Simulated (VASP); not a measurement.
# C (Fd-3m) in VASP: single point with PBE

Aim: the single point of C with PBE.

All numbers are computed with VASP 6.6.1; they aren't measurements. Logs are shortened: lines on timing, memory, paths and dates and some standing lists are left out, and cuts for length are marked.

## Step 1: The cell of the first run

It takes space group Fd-3m (No. 227, cubic). Conventional cell: a = 3.567 Å, b = 3.567 Å, c = 3.567 Å, α = 90.00°, β = 90.00°, γ = 90.00°. C (site symmetry -43m) has 4 C at 1.54 Å within 2.1 Å.

## Step 2: Single point, PBE

File INCAR:

```
SYSTEM = C
PREC     = Accurate       ! precision mode
ENCUT    = 600            ! plane-wave cutoff, eV
EDIFF    = 1E-6           ! SCF threshold, eV
ISMEAR   = 0              ! smearing method
SIGMA    = 0.01           ! smearing width, eV
LREAL    = .False.        ! projectors in reciprocal space
LASPH    = .True.         ! aspherical terms in the spheres
NELM     = 120            ! most SCF steps
ALGO     = Normal         ! electronic algorithm
ISIF     = 2              ! what is computed and relaxed
LWAVE    = .False.        ! write WAVECAR
LCHARG   = .False.        ! write CHGCAR
GGA      = PE             ! functional
NBANDS   = 46             ! bands
GGA_COMPAT= .False.
```

File KPOINTS:

```
regular mesh
0
Gamma
  3 3 3
  0 0 0
```

File POSCAR:

```
C
1.0
    0.0000000000      3.5667400000      3.5667400000
    3.5667400000      0.0000000000      3.5667400000
    3.5667400000      3.5667400000      0.0000000000
C
16
Direct
    0.0000000000      0.0000000000      0.0000000000
    0.1250000000      0.1250000000      0.1250000000
    0.0000000000      0.0000000000      0.5000000000
    0.1250000000      0.1250000000      0.6250000000
    0.0000000000      0.5000000000      0.0000000000
    0.1250000000      0.6250000000      0.1250000000
    0.0000000000      0.5000000000      0.5000000000
    0.1250000000      0.6250000000      0.6250000000
    0.5000000000      0.0000000000      0.0000000000
    0.6250000000      0.1250000000      0.1250000000
    0.5000000000      0.0000000000      0.5000000000
    0.6250000000      0.1250000000      0.6250000000
    0.5000000000      0.5000000000      0.0000000000
    0.6250000000      0.6250000000      0.1250000000
    0.5000000000      0.5000000000      0.5000000000
    0.6250000000      0.6250000000      0.6250000000
```

Potentials or basis: VASP PAW PBE potentials, release 64 (C).

Run with:

```bash
> cat potpaw_PBE.64/C/POTCAR > POTCAR
> mpirun -np 1 vasp_std > vasp.out
```

OUTCAR:

```text
SYSTEM = C
   PREC = Accurate
   ENCUT = 600
   EDIFF = 1E-6
   ISMEAR = 0
   LREAL = .False.
   LASPH = .True.
   NELM = 120
   ISIF = 2
   GGA = PE

 ion  position               nearest neighbor table
   1  0.000  0.000  0.000-   2 1.54   4 1.54   6 1.54  10 1.54
   2  0.125  0.125  0.125-   1 1.54   3 1.54   5 1.54   9 1.54
   3  0.000  0.000  0.500-   2 1.54   4 1.54   8 1.54  12 1.54
   4  0.125  0.125  0.625-   1 1.54   3 1.54   7 1.54  11 1.54
   5  0.000  0.500  0.000-   2 1.54   6 1.54   8 1.54  14 1.54
   6  0.125  0.625  0.125-   1 1.54   5 1.54   7 1.54  13 1.54
[... 8 lines left out ...]
  15  0.500  0.500  0.500-   8 1.54  12 1.54  14 1.54  16 1.54
  16  0.625  0.625  0.625-   7 1.54  11 1.54  13 1.54  15 1.54

  LATTYP: Found a face centered cubic cell.
 ALAT       =     7.1334800000

  Lattice vectors:

 A1 = (   0.0000000000,   3.5667400000,   3.5667400000)
 A2 = (   3.5667400000,   0.0000000000,   3.5667400000)
 A3 = (   3.5667400000,   3.5667400000,   0.0000000000)

Analysis of symmetry for initial positions (statically):
=====================================================================
 Subroutine PRICEL returns following result:

  LATTYP: Found a face centered cubic cell.
 ALAT       =     3.5667400000

  Lattice vectors:

 A1 = (   0.0000000000,   1.7833700000,   1.7833700000)
 A2 = (   1.7833700000,   0.0000000000,   1.7833700000)
 A3 = (   1.7833700000,   1.7833700000,   0.0000000000)

   8 primitive cells build up your supercell.

 Routine SETGRP: Setting up the symmetry group for a
 face centered cubic supercell.

 Subroutine GETGRP returns: Found 48 space group operations
 (whereof 24 operations were pure point group operations)
 out of a pool of 48 trial point group operations.

The static configuration has the point symmetry T_d .
 The point group associated with its full space group is O_h .

Analysis of symmetry for dynamics (positions and initial velocities):
=====================================================================
 Subroutine PRICEL returns following result:

  LATTYP: Found a face centered cubic cell.
 ALAT       =     3.5667400000

  Lattice vectors:

 A1 = (   0.0000000000,   1.7833700000,   1.7833700000)
 A2 = (   1.7833700000,   0.0000000000,   1.7833700000)
 A3 = (   1.7833700000,   1.7833700000,   0.0000000000)

   8 primitive cells build up your supercell.

 Routine SETGRP: Setting up the symmetry group for a
 face centered cubic supercell.

 Subroutine GETGRP returns: Found 48 space group operations
 (whereof 24 operations were pure point group operations)
 out of a pool of 48 trial point group operations.

The dynamic configuration has the point symmetry T_d .
 The point group associated with its full space group is O_h .

 Subroutine INISYM returns: Found 48 space group operations
 (whereof 24 operations are pure point group operations),
 and found     8 'primitive' translations

----------------------------------------------------------------------------------------

                                     Primitive cell

  volume of cell :      11.3437

  direct lattice vectors                    reciprocal lattice vectors
     0.000000000  1.783370000  1.783370000    -0.280368067  0.280368067  0.280368067
     1.783370000  0.000000000  1.783370000     0.280368067 -0.280368067  0.280368067
     1.783370000  1.783370000  0.000000000     0.280368067  0.280368067 -0.280368067

  length of vectors
     2.522066041  2.522066041  2.522066041     0.485611737  0.485611737  0.485611737

  position of ions in fractional coordinates (direct lattice)
     0.000000000  0.000000000  0.000000000
     0.250000000  0.250000000  0.250000000

  ion indices of the primitive-cell ions
   primitive index   ion index
                 1           1
                 2           2

----------------------------------------------------------------------------------------

 KPOINTS: regular mesh

Automatic generation of k-mesh.
 Grid dimensions read from file:
 generate k-points for:    3    3    3

 Generating k-lattice:

  Cartesian coordinates                     Fractional coordinates (reciprocal lattice)
    -0.046728011  0.046728011  0.046728011     0.333333333  0.000000000  0.000000000
     0.046728011 -0.046728011  0.046728011     0.000000000  0.333333333  0.000000000
     0.046728011  0.046728011 -0.046728011     0.000000000  0.000000000  0.333333333

  Length of vectors
     0.080935290  0.080935290  0.080935290

  Shift w.r.t. Gamma in fractional coordinates (k-lattice)
     0.000000000  0.000000000  0.000000000

 Subroutine IBZKPT returns following result:
 ===========================================

 Found      4 irreducible k-points:

 Following reciprocal coordinates:
            Coordinates               Weight
  0.000000  0.000000  0.000000      1.000000
  0.333333  0.000000  0.000000      8.000000
  0.333333  0.333333  0.000000      6.000000
 -0.333333  0.333333  0.000000     12.000000
   k-points           NKPTS =      4   k-points in BZ     NKDIM =      4   number of bands    NBANDS=     46
   number of dos      NEDOS =    301   number of ions     NIONS =     16
   total plane-waves  NPLWV =  64000
   dimension x,y,z NGX =    40 NGY =   40 NGZ =   40
   dimension x,y,z NGXF=    80 NGYF=   80 NGZF=   80
   ions per type =              16
   NGX,Y,Z   is equivalent  to a cutoff of  13.18, 13.18, 13.18 a.u.
   NGXF,Y,Z  is equivalent  to a cutoff of  26.37, 26.37, 26.37 a.u.
 SYSTEM =  C
   PREC   = accura    normal or accurate (medium, high low for compatibility)
   ISTART =      0    job   : 0-new  1-cont  2-samecut
   ICHARG =      2    charge: 1-file 2-atom 10-const
   ISPIN  =      1    spin polarized calculation?
   LNONCOLLINEAR =      F non collinear calculations
   LSORBIT =      F    spin-orbit coupling
   LASPH  =      T    aspherical Exc in radial PAW
   ENCUT  =  600.0 eV  44.10 Ry    6.64 a.u.  10.07 10.07 10.07*2*pi/ulx,y,z
   NELM   =    120;   NELMIN=  2; NELMDL= -5     # of ELM steps
   EDIFF  = 0.1E-05   stopping-criterion for ELM
   LREAL  =      F    real-space projection
   EDIFFG = 0.1E-04   stopping-criterion for IOM
   NSW    =      0    number of steps for IOM
   IBRION =     -1    ionic relax: 0-MD 1-quasi-New 2-CG
   NFREE  =      0    steps in history (QN), initial steepest desc. (CG)
   ISIF   =      2    stress and relaxation
   ISYM   =      2    0-nonsym 1-usesym 2-fastsym
   POTIM  = 0.5000    time-step for ionic-motion
   TEBEG  =    0.0;   TEEND  =   0.0 temperature during run
   PSTRESS=    0.0 pullay stress
   NELECT =      64.0000    total number of electrons
   NUPDOWN=      -1.0000    fix difference up-down
   EMIN   =  10.00;   EMAX   =-10.00  energy-range for DOS
   EFERMI =   0.00;   METHOD = LEGACY
   ISMEAR =     0;   SIGMA  =   0.01  broadening in eV -4-tet -1-fermi 0-gaus
   EFERMI_NEDOS =   21; number of points for ismear=-14 and -15
   IALGO  =     38    algorithm
   IMIX   =      4    mixing-type and parameters
     AMIX     =   0.40;   BMIX     =  1.00
     AMIX_MAG =   1.60;   BMIX_MAG =  1.00
  volume/ion in A,a.u.               =       5.67        38.28
  Fermi-wavevector in a.u.,A,eV,Ry     =   1.457203  2.753714 28.891161  2.123440
  Thomas-Fermi vector in A             =   2.574032
   LORBIT       =      0    0 simple, 1 ext, 2 COOP (PROOUT), +10 PAW based schemes
   GGA     = PE    functional components
   LHFCALC =     F    Hartree Fock is set to
   AEXX    =    0.0000 exact exchange contribution
   IVDW    =     0    specifies the selected vdW correction
   LEPSILON=     F    determine dielectric tensor
   LRPA    =     F    only Hartree local field effects (RPA)
 non-spin polarized calculation
 Gauss-broadening in eV      SIGMA  =   0.01
  energy-cutoff  :      600.00
  volume of cell :       90.75
 maximum number of plane-waves:      3042
   NGX = 21   NGY = 21   NGZ = 21

 number of electron      63.9999994 magnetization

 Free energy of the ion-electron system (eV)
  ---------------------------------------------------
  ext. energy  EPLUGINS =         0.00000000
  ---------------------------------------------------
  free energy    TOTEN  =      -145.44453099 eV

  energy without entropy =     -145.44453099  energy(sigma->0) =     -145.44453099

 E-fermi :   9.8230     XC(G=0): -13.2492

 val. band max:        9.7320412139   @ k =   0.0000   0.0000   0.0000
 cond. band min:      13.8841607697   @ k =   0.3333   0.3333   0.0000
 fundamental gap:      4.1521195558
 Fermi energy:         9.8229765365

 k-point     1 :       0.0000    0.0000    0.0000
  band No.  band energies     occupation
      1     -11.7458      2.00000
      2      -5.9707      2.00000
      3      -5.9707      2.00000
      4      -5.9707      2.00000
      5      -5.9707      2.00000
      6      -3.6425      2.00000
[... 36 lines left out ...]
     43      18.1899      0.00000
     44      18.1900      0.00000

 k-point     2 :       0.3333    0.0000    0.0000
  band No.  band energies     occupation
      1     -10.9790      2.00000
      2      -8.7302      2.00000
      3      -5.9930      2.00000
      4      -5.9930      2.00000
      5      -5.9930      2.00000
      6      -5.1428      2.00000
[... 36 lines left out ...]
     43      18.0087      0.00000
     44      18.0871      0.00000

 k-point     3 :       0.3333    0.3333    0.0000
  band No.  band energies     occupation
      1     -10.7240      2.00000
      2      -7.7254      2.00000
      3      -7.0592      2.00000
      4      -7.0592      2.00000
      5      -7.0592      2.00000
      6      -7.0592      2.00000
[... 36 lines left out ...]
     43      17.9521      0.00000
     44      18.7555      0.00000

 k-point     4 :      -0.3333    0.3333    0.0000
  band No.  band energies     occupation
      1      -9.7163      2.00000
      2      -8.9672      2.00000
      3      -8.9672      2.00000
      4      -6.7897      2.00000
      5      -6.7897      2.00000
      6      -4.3231      2.00000
[... 36 lines left out ...]
     43      19.7287      0.00000
     44      19.7309      0.00000
 [bands above 44 left out]

------------------------ aborting loop because EDIFF is reached ----------------------------------------

  FORCE on cell =-STRESS in cart. coord.  units (eV):
  Direction    XX          YY          ZZ          XY          YZ          ZX
  --------------------------------------------------------------------------------------
  -------------------------------------------------------------------------------------
  Total        1.0506934      1.0506934      1.0506934      0.0000000      0.0000000     -0.0000000
  in kB       18.5499282     18.5499282     18.5499282      0.0000000      0.0000000     -0.0000000
  external PRESSURE =      18.5499282 kB  Pullay stress =       0.0000000 kB

 VOLUME and BASIS-vectors are now :
 -----------------------------------------------------------------------------
  energy-cutoff  :      600.00
  volume of cell :       90.75
      direct lattice vectors                 reciprocal lattice vectors
     0.000000000  3.566740000  3.566740000    -0.140184034  0.140184034  0.140184034
     3.566740000  0.000000000  3.566740000     0.140184034 -0.140184034  0.140184034
     3.566740000  3.566740000  0.000000000     0.140184034  0.140184034 -0.140184034

 POSITION                                       TOTAL-FORCE (eV/Angst)
 -----------------------------------------------------------------------------------
      0.00000      0.00000      0.00000         0.000000      0.000000      0.000000
      0.89168      0.89168      0.89168        -0.000000     -0.000000      0.000000
      1.78337      1.78337      0.00000         0.000000     -0.000000      0.000000
      2.67505      2.67505      0.89168        -0.000000      0.000000     -0.000000
      1.78337      0.00000      1.78337         0.000000     -0.000000     -0.000000
      2.67505      0.89168      2.67505        -0.000000      0.000000      0.000000
[... 8 lines left out ...]
      3.56674      3.56674      3.56674         0.000000      0.000000      0.000000
      4.45843      4.45843      4.45843        -0.000000     -0.000000     -0.000000
 -----------------------------------------------------------------------------------
    total drift:                                0.000000     -0.000000      0.000000

  FREE ENERGIE OF THE ION-ELECTRON SYSTEM (eV)
  ---------------------------------------------------
  free  energy   TOTEN  =      -145.4445309945 eV

  energy  without entropy=     -145.4445309945  energy(sigma->0) =     -145.44453099
```

Wall time 37 s (1 thread of Intel Xeon 8259CL, shared host); peak memory 0.22 GiB.

Results:

* Free energy: -145.4445 eV
* Pressure: 1.9 GPa
* Band gap on the k mesh: 4.15 eV

Caveat: the k points lie up to 0.51 Å⁻¹ apart; an odd mesh through Γ misses points on the zone boundary, where band edges can lie. As with any semilocal functional, this PBE gap is likely too small.
